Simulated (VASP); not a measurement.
# Si2Ni (Fm-3m) in VASP: a series of runs

Aim: see how the results for Si2Ni move with the level of theory and the settings. Levels: revPBE+U, PBE+U, PBEsol+D3(BJ)+U. Tasks: electric field gradients, single point.

All numbers are computed with VASP 6.6.1; they aren't measurements. Logs are shortened: lines on timing, memory, paths and dates and some standing lists are left out, and cuts for length are marked.

## 1. The cell of the first run

The structure is cubic, space group Fm-3m (No. 225). Conventional cell: a = 5.406 Å, b = 5.406 Å, c = 5.406 Å, α = 90.00°, β = 90.00°, γ = 90.00°. Within 3.1 Å of Ni (site symmetry m-3m) lie 8 Si at 2.34 Å. Within 3.1 Å of Si (site symmetry -43m) lie 4 Ni at 2.34 Å and 6 Si at 2.70 Å.

## 2. Electric field gradients, revPBE+U, collinear spin, ferromagnetic start

INCAR reads:

```
SYSTEM = Si2Ni
PREC = Accurate
ENCUT = 510
EDIFF = 1E-8
ISMEAR = -1
SIGMA = 0.025
LREAL = .False.
LASPH = .True.
NELM = 200
ALGO = Normal
ISIF = 2
LWAVE = .False.
LCHARG = .False.
ISPIN = 2
MAGMOM = 1 0 0
LORBIT = 11
LMAXMIX = 4
LDAU = .True.
LDAUTYPE = 2
LDAUL = 2 -1
LDAUU = 3 0
LDAUJ = 0 0
LDAUPRINT = 1
GGA = RE
LEFG = .True.
NBANDS = 24
GGA_COMPAT = .False.
```

KPOINTS reads:

```
regular mesh
0
Gamma
  9 9 9
  0 0 0
```

POSCAR reads:

```
Si2Ni
1.0
    0.0000000000      2.7030000000      2.7030000000
    2.7030000000      0.0000000000      2.7030000000
    2.7030000000      2.7030000000      0.0000000000
Ni Si
1 2
Direct
    0.0000000000      0.0000000000      0.0000000000
    0.7500000000      0.7500000000      0.7500000000
    0.2500000000      0.2500000000      0.2500000000
```

Potentials or basis: VASP PAW PBE potentials, release 64 (Ni_sv_GW, Si).

Launch:

```console
$ cat potpaw_PBE.64/Ni_sv_GW/POTCAR potpaw_PBE.64/Si/POTCAR > POTCAR
$ mpirun -np 1 vasp_std > vasp.out
```

OUTCAR:

```text
SYSTEM = Si2Ni
   PREC = Accurate
   ENCUT = 510
   EDIFF = 1E-8
   ISMEAR = -1
   LREAL = .False.
   LASPH = .True.
   NELM = 200
   ISIF = 2
   ISPIN = 2
   LORBIT = 11
   GGA = RE

 ion  position               nearest neighbor table
   1  0.000  0.000  0.000-   2 2.34   2 2.34   3 2.34   3 2.34   2 2.34   2 2.34   3 2.34   3 2.34

   2  0.750  0.750  0.750-   1 2.34   1 2.34   1 2.34   1 2.34   3 2.70   3 2.70   3 2.70   3 2.70
                             3 2.70   3 2.70
   3  0.250  0.250  0.250-   1 2.34   1 2.34   1 2.34   1 2.34   2 2.70   2 2.70   2 2.70   2 2.70
                             2 2.70   2 2.70

  LATTYP: Found a face centered cubic cell.
 ALAT       =     5.4060000000

  Lattice vectors:

 A1 = (   0.0000000000,   2.7030000000,   2.7030000000)
 A2 = (   2.7030000000,   0.0000000000,   2.7030000000)
 A3 = (   2.7030000000,   2.7030000000,   0.0000000000)

Analysis of symmetry for initial positions (statically):
=====================================================================
 Subroutine PRICEL returns:
 Original cell was already a primitive cell.

 Routine SETGRP: Setting up the symmetry group for a
 face centered cubic supercell.

 Subroutine GETGRP returns: Found 48 space group operations
 (whereof 48 operations were pure point group operations)
 out of a pool of 48 trial point group operations.

The static configuration has the point symmetry O_h .

Analysis of symmetry for dynamics (positions and initial velocities):
=====================================================================
 Subroutine PRICEL returns:
 Original cell was already a primitive cell.

 Routine SETGRP: Setting up the symmetry group for a
 face centered cubic supercell.

 Subroutine GETGRP returns: Found 48 space group operations
 (whereof 48 operations were pure point group operations)
 out of a pool of 48 trial point group operations.

The dynamic configuration has the point symmetry O_h .

Analysis of structural, dynamic, and magnetic symmetry:
=====================================================================
 Subroutine PRICEL returns:
 Original cell was already a primitive cell.

 Routine SETGRP: Setting up the symmetry group for a
 face centered cubic supercell.

 Subroutine GETGRP returns: Found 48 space group operations
 (whereof 48 operations were pure point group operations)
 out of a pool of 48 trial point group operations.

The overall configuration has the point symmetry O_h .

 Subroutine INISYM returns: Found 48 space group operations
 (whereof 48 operations are pure point group operations),
 and found     1 'primitive' translations

----------------------------------------------------------------------------------------

                                     Primitive cell

  volume of cell :      39.4974

  direct lattice vectors                    reciprocal lattice vectors
     0.000000000  2.703000000  2.703000000    -0.184979652  0.184979652  0.184979652
     2.703000000  0.000000000  2.703000000     0.184979652 -0.184979652  0.184979652
     2.703000000  2.703000000  0.000000000     0.184979652  0.184979652 -0.184979652

  length of vectors
     3.822619259  3.822619259  3.822619259     0.320394156  0.320394156  0.320394156

  position of ions in fractional coordinates (direct lattice)
     0.000000000  0.000000000  0.000000000
     0.750000000  0.750000000  0.750000000
     0.250000000  0.250000000  0.250000000

  ion indices of the primitive-cell ions
   primitive index   ion index
                 1           1
                 2           2
                 3           3

[... 133 lines left out ...]

 occupancies and eigenvectors

  o =  0.7677  v =  0.0000  0.0000  0.0000  0.0000  0.0000  0.0000  0.0593  0.0000  0.9982 -0.0000      0.0000  0.0000  0.0000  0.0000  0.0000  0.0000  0.0000  0.0000  0.0000  0.0000
  o =  0.7677  v =  0.0000  0.0000  0.0000  0.0000  0.0000  1.0000  0.0000  0.0000  0.0000  0.0000      0.0000  0.0000  0.0000  0.0000  0.0000  0.0000  0.0000  0.0000  0.0000  0.0000
  o =  0.7677  v =  0.0000  0.0000  0.0000  0.0000  0.0000  0.0000 -0.9982 -0.0000  0.0593 -0.0000      0.0000  0.0000  0.0000  0.0000  0.0000  0.0000  0.0000  0.0000  0.0000  0.0000
  o =  0.7677  v =  0.0000 -0.9145 -0.0000 -0.4045 -0.0000  0.0000  0.0000  0.0000  0.0000  0.0000      0.0000  0.0000  0.0000  0.0000  0.0000  0.0000  0.0000  0.0000  0.0000  0.0000
  o =  0.7677  v =  0.0000 -0.4045 -0.0000  0.9145  0.0000  0.0000  0.0000  0.0000  0.0000  0.0000      0.0000  0.0000  0.0000  0.0000  0.0000  0.0000  0.0000  0.0000  0.0000  0.0000
  o =  0.7677  v =  1.0000  0.0000  0.0000  0.0000  0.0000  0.0000  0.0000  0.0000  0.0000  0.0000      0.0000  0.0000  0.0000  0.0000  0.0000  0.0000  0.0000  0.0000  0.0000  0.0000
  o =  0.8384  v =  0.0000  0.0000  0.0000  0.0000  0.0000  0.0000 -0.0000 -0.0743  0.0000  0.9972      0.0000  0.0000  0.0000  0.0000  0.0000  0.0000  0.0000  0.0000  0.0000  0.0000
  o =  0.8384  v =  0.0000  0.0000  0.0000  0.0000  0.0000  0.0000  0.0000 -0.9972  0.0000 -0.0743      0.0000  0.0000  0.0000  0.0000  0.0000  0.0000  0.0000  0.0000  0.0000  0.0000
  o =  0.8384  v =  0.0000 -0.0000  0.0307 -0.0000  0.9995  0.0000  0.0000  0.0000  0.0000  0.0000      0.0000  0.0000  0.0000  0.0000  0.0000  0.0000  0.0000  0.0000  0.0000  0.0000
  o =  0.8384  v =  0.0000  0.0000 -0.9995 -0.0000  0.0307  0.0000  0.0000  0.0000  0.0000  0.0000      0.0000  0.0000  0.0000  0.0000  0.0000  0.0000  0.0000  0.0000  0.0000  0.0000

 number of electron      25.9999999 magnetization      -0.0000083

 Free energy of the ion-electron system (eV)
  ---------------------------------------------------
  ext. energy  EPLUGINS =         0.00000000
  ---------------------------------------------------
  free energy    TOTEN  =       -14.90333571 eV

  energy without entropy =      -14.90189415  energy(sigma->0) =      -14.90261493

 E-fermi :  10.0875     XC(G=0): -11.6953

 val. band max:        9.9984385388   @ k =   0.3333   0.2222   0.0000
 cond. band min:      10.1329656340   @ k =   0.1111   0.1111   0.0000
 fundamental gap:      0.1345270952
 Fermi energy:        10.0875362046

 spin component 1

 k-point     1 :       0.0000    0.0000    0.0000
  band No.  band energies     occupation
      1     -93.9164      1.00000
      2     -54.2897      1.00000
      3     -54.2897      1.00000
      4     -54.2897      1.00000
      5      -3.7798      1.00000
      6       4.7541      1.00000
[... 1289 lines left out ...]
     23      23.7739      0.00000
     24      23.8010      0.00000

 [... further k-points ...]

------------------------ aborting loop because EDIFF is reached ----------------------------------------

  FORCE on cell =-STRESS in cart. coord.  units (eV):
  Direction    XX          YY          ZZ          XY          YZ          ZX
  --------------------------------------------------------------------------------------
  -------------------------------------------------------------------------------------
  Total        1.0332872      1.0332872      1.0332872      0.0000000      0.0000000     -0.0000000
  in kB       41.9144236     41.9144236     41.9144236      0.0000000      0.0000000     -0.0000000
  external PRESSURE =      41.9144236 kB  Pullay stress =       0.0000000 kB

 VOLUME and BASIS-vectors are now :
 -----------------------------------------------------------------------------
  energy-cutoff  :      510.00
  volume of cell :       39.50
      direct lattice vectors                 reciprocal lattice vectors
     0.000000000  2.703000000  2.703000000    -0.184979652  0.184979652  0.184979652
     2.703000000  0.000000000  2.703000000     0.184979652 -0.184979652  0.184979652
     2.703000000  2.703000000  0.000000000     0.184979652  0.184979652 -0.184979652

 POSITION                                       TOTAL-FORCE (eV/Angst)
 -----------------------------------------------------------------------------------
      0.00000      0.00000      0.00000         0.000000      0.000000      0.000000
      4.05450      4.05450      4.05450         0.000000      0.000000      0.000000
      1.35150      1.35150      1.35150        -0.000000     -0.000000     -0.000000
 -----------------------------------------------------------------------------------
    total drift:                               -0.000000     -0.000000      0.000000

  FREE ENERGIE OF THE ION-ELECTRON SYSTEM (eV)
  ---------------------------------------------------
  free  energy   TOTEN  =       -14.9033357073 eV

  energy  without entropy=      -14.9018941535  energy(sigma->0) =      -14.90261493

 Electric field gradients (V/A^2)
---------------------------------------------------------------------
 ion       V_xx      V_yy      V_zz      V_xy      V_xz      V_yz
---------------------------------------------------------------------
   1       0.000     0.000    -0.000     0.012     0.012     0.012
   2      -0.000    -0.000     0.000    -0.000    -0.000    -0.000
   3      -0.000    -0.000    -0.000    -0.000    -0.000    -0.000
---------------------------------------------------------------------

 Electric field gradients after diagonalization (V/A^2)
 (convention: |V_zz| > |V_xx| > |V_yy|)
----------------------------------------------------------------------
 ion       V_xx      V_yy      V_zz     asymmetry (V_yy - V_xx)/ V_zz
----------------------------------------------------------------------
   1      -0.012    -0.012     0.024       0.000
   2       0.000     0.000    -0.000       0.000
   3       0.000     0.000    -0.000       0.000
----------------------------------------------------------------------

           NMR quadrupolar parameters

 Cq : quadrupolar parameter    Cq=e*Q*V_zz/h
 eta: asymmetry parameters     (V_yy - V_xx)/ V_zz
 Q  : nuclear electric quadrupole moment in mb (millibarn)
----------------------------------------------------------------------
 ion       Cq(MHz)       eta       Q (mb)
----------------------------------------------------------------------
   1       0.000       0.000       1.000
   2      -0.000       0.000       1.000
   3      -0.000       0.000       1.000
----------------------------------------------------------------------

 total charge

# of ion       s       p       d       f       tot
--------------------------------------------------
    1        2.262   6.486   7.925   0.003  16.675
    2        0.747   0.842   0.000   0.000   1.589
    3        0.747   0.842   0.000   0.000   1.589
--------------------------------------------------
tot          3.755   8.170   7.925   0.003  19.853

 magnetization (x)

# of ion       s       p       d       f       tot
--------------------------------------------------
    1        0.000   0.000  -0.000   0.000  -0.000
    2       -0.000   0.000   0.000   0.000  -0.000
    3       -0.000   0.000   0.000   0.000  -0.000
--------------------------------------------------
tot         -0.000   0.000  -0.000   0.000  -0.000
```

It took 2 min on 1 thread of Intel Xeon Platinum 8488C (Sapphire Rapids), shared host; peak memory 0.21 GiB.

What came out:

```
Free energy                                           : -14.9033 eV
Pressure                                              : 4.2 GPa
Band gap on the k mesh                                : zero (filled and empty bands overlap)
Net moment                                            : 0.00 μB per cell
Valence electrons inside the program's atomic spheres : Ni 16.68; Si 1.59
```

Levels at points of the mesh, in eV from the Fermi level:
Spin up:
| k point | band 10 | band 11 | band 12 | band 13 | band 14 | band 15 | band 16 | band 17 |
| --- | --- | --- | --- | --- | --- | --- | --- | --- |
| (0.00, 0.00, 0.00) | -3.83 | -0.27 | 1.66 | 1.66 | 1.66 | 2.30 | 2.30 | 2.30 |
Spin down:
| k point | band 9 | band 10 | band 11 | band 12 | band 13 | band 14 | band 15 | band 16 | band 17 | band 18 |
| --- | --- | --- | --- | --- | --- | --- | --- | --- | --- | --- |
| (0.00, 0.00, 0.00) | -3.83 | -3.83 | -0.27 | 1.66 | 1.66 | 1.66 | 2.30 | 2.30 | 2.30 | 4.70 |

Eigenvalues of the final occupation matrices:
| site | spin | trace | eigenvalues |
| --- | --- | --- | --- |
| site 1 d | 1 | 3.98 | 0.77 0.77 0.77 0.84 0.84 |
| site 1 d | 2 | 3.98 | 0.77 0.77 0.77 0.84 0.84 |

Caveat: without QUAD_EFG the Cq values of the log hold for a quadrupole moment of 1 mb, not for the nuclei; the PAW data sets were made with another functional, which shifts forces and pressure a little; the U is typed as a test and isn't derived for this compound.

## 3. Single point, PBE+U, collinear spin, ferromagnetic start

This run uses another cell than the first one, of 13.49 Å³/atom, 1.025 times its volume.

INCAR reads:

```
PREC = Accurate
ENCUT = 590
EDIFF = 1E-6
ISMEAR = -1
SIGMA = 0.05
LREAL = False
LASPH = True
NELM = 200
ALGO = Normal
ISIF = 2
LWAVE = False
LCHARG = False
ISPIN = 2
MAGMOM = 1 0 0
LORBIT = 11
LMAXMIX = 4
LDAU = True
LDAUTYPE = 2
LDAUL = 2 -1
LDAUU = 1 0
LDAUJ = 0 0
LDAUPRINT = 1
GGA = PE
NBANDS = 24
GGA_COMPAT = False
```

KPOINTS reads:

```
regular mesh
0
Gamma
  9 9 9
```

POSCAR reads:

```
Si2Ni
1.0
    0.0000000000      2.7251701485      2.7251701485
    2.7251701485      0.0000000000      2.7251701485
    2.7251701485      2.7251701485      0.0000000000
Ni Si
1 2
Direct
    0.0000000000      0.0000000000      0.0000000000
    0.7500000000      0.7500000000      0.7500000000
    0.2500000000      0.2500000000      0.2500000000
```

Potentials or basis: VASP PAW PBE potentials, release 64 (Ni_sv_GW, Si).

Launch:

```console
$ cat potpaw_PBE.64/Ni_sv_GW/POTCAR potpaw_PBE.64/Si/POTCAR > POTCAR
$ mpirun -np 1 vasp_std > vasp.out
```

Run time: 2.9 min. Hardware: 1 thread of Intel Xeon Platinum 8375C at 2.90GHz (Ice Lake), shared host; peak memory 0.25 GiB.

The run converged. Its results:

```yaml
Free_energy: -17.5045 eV
Pressure: -1.1 GPa
Band_gap_on_the_k_mesh: zero (filled and empty bands overlap)
Net_moment: 0.00 μB per cell
Valence_electrons_inside_the_program's_atomic_spheres: Ni 16.60; Si 1.57
```

Levels at points of the mesh, in eV from the Fermi level:
Spin up:
| k point | band 11 | band 12 | band 13 | band 14 | band 15 | band 16 |
| --- | --- | --- | --- | --- | --- | --- |
| (0.00, 0.00, 0.00) | -0.50 | 1.68 | 1.68 | 1.68 | 2.32 | 2.32 |
Spin down:
```csv
k point,band 10,band 11,band 12,band 13,band 14,band 15,band 16,band 17
"(0.00, 0.00, 0.00)",-3.47,-0.50,1.68,1.68,1.68,2.32,2.32,2.32
```

Eigenvalues of the final occupation matrices:
| site | spin | trace | eigenvalues |
| --- | --- | --- | --- |
| site 1 d | 1 | 3.95 | 0.76 0.76 0.76 0.83 0.83 |
| site 1 d | 2 | 3.95 | 0.76 0.76 0.76 0.83 0.83 |

Caveat: the U is typed as a test and isn't derived for this compound. The state reached can hang on the start; a lower one may exist.

(Continued in part 2 of 2.)
